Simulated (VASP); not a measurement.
# FePb (Pm-3m) in VASP: further runs

The runs below take FePb through single point, with PBE.

Program: VASP 6.6.1. These are calculated values, not measurements. Logs are shortened: lines on timing, memory, paths and dates and some standing lists are left out, and cuts for length are marked.

**1. The cell of the first run**

It takes space group Pm-3m (No. 221, cubic). Conventional cell: a = 3.232 Å, b = 3.232 Å, c = 3.232 Å, α = 90.00°, β = 90.00°, γ = 90.00°. Within 3.7 Å of Fe (site symmetry m-3m) lie 8 Pb at 2.80 Å and 6 Fe at 3.23 Å. Within 3.7 Å of Pb (site symmetry m-3m) lie 8 Fe at 2.80 Å and 6 Pb at 3.23 Å.

**2. Single point, PBE**

Input file INCAR:

```
ALGO = Normal
EDIFF = 1E-6
ENCUT = 520
GGA = PE
ISIF = 2
ISMEAR = 0
LASPH = T
LCHARG = T
LELF = T
LREAL = F
LVHAR = T
LWAVE = F
NBANDS = 18
NELM = 100
PREC = Accurate
SIGMA = 0.1
```

Input file KPOINTS:

```
k-points
0
Gamma
  12 12 12
```

Input file POSCAR:

```
FePb
1.0
    3.2320014878      0.0000000000      0.0000000000
    0.0000000000      3.2320014878      0.0000000000
    0.0000000000      0.0000000000      3.2320014878
Fe Pb
1 1
Direct
    0.0000000000      0.0000000000      0.0000000000
    0.5000000000      0.5000000000      0.5000000000
```

Potentials or basis: VASP PAW PBE potentials, release 64 (Fe, Pb_d).

On the command line:

```bash
> cat potpaw_PBE.64/Fe/POTCAR potpaw_PBE.64/Pb_d/POTCAR > POTCAR
> mpirun -np 1 vasp_std > vasp.out
```

OUTCAR:

```text
EDIFF = 1E-6
   ENCUT = 520
   GGA = PE
   ISIF = 2
   ISMEAR = 0
   LASPH = T
   LREAL = F
   NELM = 100
   PREC = Accurate

 ion  position               nearest neighbor table
   1  0.000  0.000  0.000-   2 2.80   2 2.80   2 2.80   2 2.80   2 2.80   2 2.80   2 2.80   2 2.80

   2  0.500  0.500  0.500-   1 2.80   1 2.80   1 2.80   1 2.80   1 2.80   1 2.80   1 2.80   1 2.80

  LATTYP: Found a simple cubic cell.
 ALAT       =     3.2320014878

  Lattice vectors:

 A1 = (   3.2320014878,   0.0000000000,   0.0000000000)
 A2 = (   0.0000000000,   3.2320014878,   0.0000000000)
 A3 = (   0.0000000000,   0.0000000000,   3.2320014878)

Analysis of symmetry for initial positions (statically):
=====================================================================
 Subroutine PRICEL returns:
 Original cell was already a primitive cell.

 Routine SETGRP: Setting up the symmetry group for a
 simple cubic supercell.

 Subroutine GETGRP returns: Found 48 space group operations
 (whereof 48 operations were pure point group operations)
 out of a pool of 48 trial point group operations.

The static configuration has the point symmetry O_h .

Analysis of symmetry for dynamics (positions and initial velocities):
=====================================================================
 Subroutine PRICEL returns:
 Original cell was already a primitive cell.

 Routine SETGRP: Setting up the symmetry group for a
 simple cubic supercell.

 Subroutine GETGRP returns: Found 48 space group operations
 (whereof 48 operations were pure point group operations)
 out of a pool of 48 trial point group operations.

The dynamic configuration has the point symmetry O_h .

 Subroutine INISYM returns: Found 48 space group operations
 (whereof 48 operations are pure point group operations),
 and found     1 'primitive' translations

----------------------------------------------------------------------------------------

                                     Primitive cell

  volume of cell :      33.7609

  direct lattice vectors                    reciprocal lattice vectors
     3.232001488  0.000000000  0.000000000     0.309405798  0.000000000  0.000000000
     0.000000000  3.232001488  0.000000000     0.000000000  0.309405798  0.000000000
     0.000000000  0.000000000  3.232001488     0.000000000  0.000000000  0.309405798

  length of vectors
     3.232001488  3.232001488  3.232001488     0.309405798  0.309405798  0.309405798

  position of ions in fractional coordinates (direct lattice)
     0.000000000  0.000000000  0.000000000
     0.500000000  0.500000000  0.500000000
[... 77 lines left out ...]
   EDIFF  = 0.1E-05   stopping-criterion for ELM
   LREAL  =      F    real-space projection
   EDIFFG = 0.1E-04   stopping-criterion for IOM
   NSW    =      0    number of steps for IOM
   IBRION =     -1    ionic relax: 0-MD 1-quasi-New 2-CG
   NFREE  =      0    steps in history (QN), initial steepest desc. (CG)
   ISIF   =      2    stress and relaxation
   ISYM   =      2    0-nonsym 1-usesym 2-fastsym
   POTIM  = 0.5000    time-step for ionic-motion
   TEBEG  =    0.0;   TEEND  =   0.0 temperature during run
   PSTRESS=    0.0 pullay stress
   NELECT =      22.0000    total number of electrons
   NUPDOWN=      -1.0000    fix difference up-down
   EMIN   =  10.00;   EMAX   =-10.00  energy-range for DOS
   EFERMI =   0.00;   METHOD = LEGACY
   ISMEAR =     0;   SIGMA  =   0.10  broadening in eV -4-tet -1-fermi 0-gaus
   EFERMI_NEDOS =   21; number of points for ismear=-14 and -15
   IALGO  =     38    algorithm
   IMIX   =      4    mixing-type and parameters
     AMIX     =   0.40;   BMIX     =  1.00
     AMIX_MAG =   1.60;   BMIX_MAG =  1.00
  volume/ion in A,a.u.               =      16.88       113.92
  Fermi-wavevector in a.u.,A,eV,Ry     =   1.419311  2.682108 27.408163  2.014443
  Thomas-Fermi vector in A             =   2.540345
   LORBIT       =      0    0 simple, 1 ext, 2 COOP (PROOUT), +10 PAW based schemes
   GGA     = PE    functional components
   LHFCALC =     F    Hartree Fock is set to
   AEXX    =    0.0000 exact exchange contribution
   IVDW    =     0    specifies the selected vdW correction
   LEPSILON=     F    determine dielectric tensor
   LRPA    =     F    only Hartree local field effects (RPA)
 non-spin polarized calculation
 Gauss-broadening in eV      SIGMA  =   0.10
  energy-cutoff  :      520.00
  volume of cell :       33.76
 maximum number of plane-waves:       931
   NGX = 13   NGY = 13   NGZ = 13

 number of electron      22.0000015 magnetization

 Free energy of the ion-electron system (eV)
  ---------------------------------------------------
  ext. energy  EPLUGINS =         0.00000000
  ---------------------------------------------------
  free energy    TOTEN  =       -10.10048883 eV

  energy without entropy =      -10.09561635  energy(sigma->0) =      -10.09805259

 E-fermi :   9.2350     XC(G=0): -12.2430

 val. band max:        9.2122390632   @ k =   0.5000   0.5000   0.4167
 cond. band min:       9.2632104586   @ k =   0.5000   0.4167   0.4167
 fundamental gap:      0.0509713953
 Fermi energy:         9.2349953586

 k-point     1 :       0.0000    0.0000    0.0000
  band No.  band energies     occupation
      1      -8.1182      2.00000
      2      -8.1182      2.00000
      3      -7.5444      2.00000
      4      -7.5444      2.00000
      5      -7.5444      2.00000
      6      -3.5325      2.00000
[... 481 lines left out ...]
      5      -7.4420      2.00000
      6       0.2378      2.00000
[... 10 lines left out ...]
     17      20.2201      0.00000
     18      20.9666      0.00000

 [... further k-points ...]

------------------------ aborting loop because EDIFF is reached ----------------------------------------

  FORCE on cell =-STRESS in cart. coord.  units (eV):
  Direction    XX          YY          ZZ          XY          YZ          ZX
  --------------------------------------------------------------------------------------
  -------------------------------------------------------------------------------------
  Total        0.6589987      0.6589987      0.6589987      0.0000000      0.0000000     -0.0000000
  in kB       31.2737875     31.2737875     31.2737875      0.0000000      0.0000000     -0.0000000
  external PRESSURE =      31.2737875 kB  Pullay stress =       0.0000000 kB

 VOLUME and BASIS-vectors are now :
 -----------------------------------------------------------------------------
  energy-cutoff  :      520.00
  volume of cell :       33.76
      direct lattice vectors                 reciprocal lattice vectors
     3.232001488  0.000000000  0.000000000     0.309405798  0.000000000  0.000000000
     0.000000000  3.232001488  0.000000000     0.000000000  0.309405798  0.000000000
     0.000000000  0.000000000  3.232001488     0.000000000  0.000000000  0.309405798

 POSITION                                       TOTAL-FORCE (eV/Angst)
 -----------------------------------------------------------------------------------
      0.00000      0.00000      0.00000         0.000000      0.000000      0.000000
      1.61600      1.61600      1.61600         0.000000      0.000000      0.000000
 -----------------------------------------------------------------------------------
    total drift:                                0.000000      0.000000     -0.000000

  FREE ENERGIE OF THE ION-ELECTRON SYSTEM (eV)
  ---------------------------------------------------
  free  energy   TOTEN  =       -10.1004888255 eV

  energy  without entropy=      -10.0956163498  energy(sigma->0) =      -10.09805259
```

stdout:

```text
POSCAR found type information on POSCAR FePb
 POSCAR found :  2 types and       2 ions
 scaLAPACK will be used
 LDA part: xc-table for (Slater+PW92), standard interpolation
 POSCAR, INCAR and KPOINTS ok, starting setup
 FFT: planning ... GRIDC
 FFT: planning ... GRID_SOFT
 FFT: planning ... GRID
 WAVECAR not read
 entering main loop
```

It took 19 s on 1 thread of Intel Xeon Platinum 8259CL at 2.50GHz (Skylake/Cascade Lake), shared host; peak memory 0.17 GiB.

Results:

- Free energy: -10.1005 eV
- Pressure: 3.1 GPa
- Band gap on the k mesh: zero (band 11 reaches 9.36 eV, above the bottom of band 12 at 9.16 eV)

Levels at points of the mesh, in eV from the Fermi level:
```tsv
k point	band 8	band 9	band 10	band 11	band 12	band 13	band 14	band 15
(0.00, 0.00, 0.00)	-1.59	-0.27	-0.27	-0.27	2.91	2.91	2.91	6.58
(0.50, 0.00, 0.00)	-1.62	-1.30	-1.30	-0.36	0.22	7.74	7.74	8.94
(0.50, 0.50, 0.00)	-3.72	-1.64	-0.59	-0.59	0.09	0.76	2.24	8.58
(0.50, 0.50, 0.50)	-3.64	-3.64	0.13	0.13	3.22	3.22	3.22	3.24
```

Caveat: spin-orbit coupling is left out, which moves the levels of the heavy elements. Spin polarisation is off, so any magnetic state and its effect on volume and gap are missing.

**3. Single point, PBE**

This run uses another cell than the first one, of 19.63 Å³/atom, 1.163 times its volume.

Input file INCAR:

```
PREC     = Accurate       # precision mode
ENCUT    = 520            # plane-wave cutoff, eV
EDIFF    = 1E-6           # SCF threshold, eV
ISMEAR   = 0              # smearing method
SIGMA    = 0.1            # smearing width, eV
LREAL    = False          # projectors in reciprocal space
LASPH    = True           # aspherical terms in the spheres
NELM     = 80             # most SCF steps
ALGO     = Fast           # electronic algorithm
ISIF     = 2              # what is computed and relaxed
LWAVE    = False          # write WAVECAR
LCHARG   = True           # write CHGCAR
GGA      = PE             # functional
LELF     = True           # ELF
LVHAR    = True         
NBANDS   = 18             # bands
```

Input file KPOINTS:

```
Automatic mesh
0
Gamma
  12 12 12
```

Input file POSCAR:

```
FePb
1.0
    3.3986418556      0.0000000000      0.0000000000
    0.0000000000      3.3986418556      0.0000000000
    0.0000000000      0.0000000000      3.3986418556
Fe Pb
1 1
Direct
    0.0000000000      0.0000000000      0.0000000000
    0.5000000000      0.5000000000      0.5000000000
```

Potentials or basis: VASP PAW PBE potentials, release 64 (Fe, Pb_d).

On the command line:

```bash
> cat potpaw_PBE.64/Fe/POTCAR potpaw_PBE.64/Pb_d/POTCAR > POTCAR
> mpirun -np 1 vasp_std > vasp.out
```

OUTCAR:

```text
PREC = Accurate
   ENCUT = 520
   EDIFF = 1E-6
   ISMEAR = 0
   LREAL = False
   LASPH = True
   NELM = 80
   ISIF = 2
   GGA = PE

 ion  position               nearest neighbor table
   1  0.000  0.000  0.000-   2 2.94   2 2.94   2 2.94   2 2.94   2 2.94   2 2.94   2 2.94   2 2.94

   2  0.500  0.500  0.500-   1 2.94   1 2.94   1 2.94   1 2.94   1 2.94   1 2.94   1 2.94   1 2.94

  LATTYP: Found a simple cubic cell.
 ALAT       =     3.3986418556

  Lattice vectors:

 A1 = (   3.3986418556,   0.0000000000,   0.0000000000)
 A2 = (   0.0000000000,   3.3986418556,   0.0000000000)
 A3 = (   0.0000000000,   0.0000000000,   3.3986418556)

Analysis of symmetry for initial positions (statically):
=====================================================================
 Subroutine PRICEL returns:
 Original cell was already a primitive cell.

 Routine SETGRP: Setting up the symmetry group for a
 simple cubic supercell.

 Subroutine GETGRP returns: Found 48 space group operations
 (whereof 48 operations were pure point group operations)
 out of a pool of 48 trial point group operations.

The static configuration has the point symmetry O_h .

Analysis of symmetry for dynamics (positions and initial velocities):
=====================================================================
 Subroutine PRICEL returns:
 Original cell was already a primitive cell.

 Routine SETGRP: Setting up the symmetry group for a
 simple cubic supercell.

 Subroutine GETGRP returns: Found 48 space group operations
 (whereof 48 operations were pure point group operations)
 out of a pool of 48 trial point group operations.

The dynamic configuration has the point symmetry O_h .

 Subroutine INISYM returns: Found 48 space group operations
 (whereof 48 operations are pure point group operations),
 and found     1 'primitive' translations

[... 113 lines left out ...]
     AMIX     =   0.40;   BMIX     =  1.00
     AMIX_MAG =   1.60;   BMIX_MAG =  1.00
  volume/ion in A,a.u.               =      19.63       132.46
  Fermi-wavevector in a.u.,A,eV,Ry     =   1.349720  2.550601 24.786330  1.821744
  Thomas-Fermi vector in A             =   2.477284
   LORBIT       =      0    0 simple, 1 ext, 2 COOP (PROOUT), +10 PAW based schemes
   GGA     = PE    functional components
   LHFCALC =     F    Hartree Fock is set to
   AEXX    =    0.0000 exact exchange contribution
   IVDW    =     0    specifies the selected vdW correction
   LEPSILON=     F    determine dielectric tensor
   LRPA    =     F    only Hartree local field effects (RPA)
 non-spin polarized calculation
 RMM-DIIS sequential band-by-band and
 Gauss-broadening in eV      SIGMA  =   0.10
  energy-cutoff  :      520.00
  volume of cell :       39.26
 maximum number of plane-waves:      1074
 NGX is ok and might be reduce to    28
   NGX = 13   NGY = 13   NGZ = 13

 number of electron      21.9999994 magnetization

 Free energy of the ion-electron system (eV)
  ---------------------------------------------------
  ext. energy  EPLUGINS =         0.00000000
  ---------------------------------------------------
  free energy    TOTEN  =        -9.94804858 eV

  energy without entropy =       -9.93987897  energy(sigma->0) =       -9.94396378

 E-fermi :   7.3392     XC(G=0): -11.4397

 val. band max:        7.3208071438   @ k =   0.5000   0.4167   0.4167
 cond. band min:       7.3468943062   @ k =   0.5000   0.4167   0.3333
 fundamental gap:      0.0260871625
 Fermi energy:         7.3391878003

 k-point     1 :       0.0000    0.0000    0.0000
  band No.  band energies     occupation
      1      -9.6056      2.00000
      2      -9.6056      2.00000
      3      -9.2396      2.00000
      4      -9.2396      2.00000
      5      -9.2396      2.00000
      6      -4.2187      2.00000
[... 481 lines left out ...]
      5      -9.1664      2.00000
      6      -1.0937      2.00000
[... 10 lines left out ...]
     17      17.7533      0.00000
     18      17.9929      0.00000

 [... further k-points ...]

------------------------ aborting loop because EDIFF is reached ----------------------------------------

  FORCE on cell =-STRESS in cart. coord.  units (eV):
  Direction    XX          YY          ZZ          XY          YZ          ZX
  --------------------------------------------------------------------------------------
  -------------------------------------------------------------------------------------
  Total       -2.4572073     -2.4572073     -2.4572073      0.0000000     -0.0000000     -0.0000000
  in kB     -100.2850463   -100.2850463   -100.2850463      0.0000000     -0.0000000     -0.0000000
  external PRESSURE =    -100.2850463 kB  Pullay stress =       0.0000000 kB

 VOLUME and BASIS-vectors are now :
 -----------------------------------------------------------------------------
  energy-cutoff  :      520.00
  volume of cell :       39.26
      direct lattice vectors                 reciprocal lattice vectors
     3.398641856  0.000000000  0.000000000     0.294235181  0.000000000  0.000000000
     0.000000000  3.398641856  0.000000000     0.000000000  0.294235181  0.000000000
     0.000000000  0.000000000  3.398641856     0.000000000  0.000000000  0.294235181

 POSITION                                       TOTAL-FORCE (eV/Angst)
 -----------------------------------------------------------------------------------
      0.00000      0.00000      0.00000         0.000000      0.000000      0.000000
      1.69932      1.69932      1.69932         0.000000      0.000000      0.000000
 -----------------------------------------------------------------------------------
    total drift:                                0.000000      0.000000      0.000000

  FREE ENERGIE OF THE ION-ELECTRON SYSTEM (eV)
  ---------------------------------------------------
  free  energy   TOTEN  =        -9.9480485831 eV

  energy  without entropy=       -9.9398789750  energy(sigma->0) =       -9.94396378
```

OSZICAR:

```text
N       E                     dE             d eps       ncg     rms          rms(c)
DAV:   1     0.184249110854E+03    0.18425E+03   -0.11078E+04  3088   0.155E+03
DAV:   2    -0.750783688949E+00   -0.18500E+03   -0.17950E+03  3032   0.340E+02
DAV:   3    -0.105924977610E+02   -0.98417E+01   -0.97111E+01  3506   0.976E+01
DAV:   4    -0.108231377686E+02   -0.23064E+00   -0.23048E+00  3564   0.159E+01
DAV:   5    -0.108323570158E+02   -0.92192E-02   -0.92188E-02  3802   0.298E+00    0.878E+00
RMM:   6    -0.140979275335E+02   -0.32656E+01   -0.13291E+01  3277   0.351E+01    0.213E+01
RMM:   7    -0.995997797951E+01    0.41379E+01   -0.42968E+00  3191   0.216E+01    0.158E+00
RMM:   8    -0.995107860088E+01    0.88994E-02   -0.67831E-02  3641   0.247E+00    0.779E-01
RMM:   9    -0.995670424462E+01   -0.56256E-02   -0.46833E-02  3490   0.164E+00    0.892E-01
RMM:  10    -0.994815265737E+01    0.85516E-02   -0.12701E-02  3523   0.164E+00    0.137E-01
RMM:  11    -0.994824036250E+01   -0.87705E-04   -0.14911E-03  3861   0.380E-01    0.131E-01
RMM:  12    -0.994805582148E+01    0.18454E-03   -0.48055E-04  3548   0.284E-01    0.276E-02
RMM:  13    -0.994804957780E+01    0.62437E-05   -0.12766E-04  4449   0.144E-01    0.183E-02
RMM:  14    -0.994804950487E+01    0.72930E-07   -0.45870E-05  4834   0.664E-02    0.825E-03
RMM:  15    -0.994804858313E+01    0.92174E-06   -0.52189E-06  3311   0.200E-02
   1 F= -.99480486E+01 E0= -.99439638E+01  d E =-.816961E-02
```

stdout:

```text
POSCAR found type information on POSCAR FePb
 POSCAR found :  2 types and       2 ions
 scaLAPACK will be used
 LDA part: xc-table for (Slater+PW92), standard interpolation
 POSCAR, INCAR and KPOINTS ok, starting setup
 FFT: planning ... GRIDC
 FFT: planning ... GRID_SOFT
 FFT: planning ... GRID
 WAVECAR not read
 entering main loop
```

Wall time 43 s (1 thread of Oxide Virtual Turin-like, shared host); peak memory 0.17 GiB.

Results:

| Item | Value |
| --- | --- |
| Free energy | -9.9480 eV |
| Pressure | -10.0 GPa |
| Band gap on the k mesh | zero (band 11 reaches 7.48 eV, above the bottom of band 12 at 7.22 eV) |

Caveat: spin-orbit coupling is left out, which moves the levels of the heavy elements.
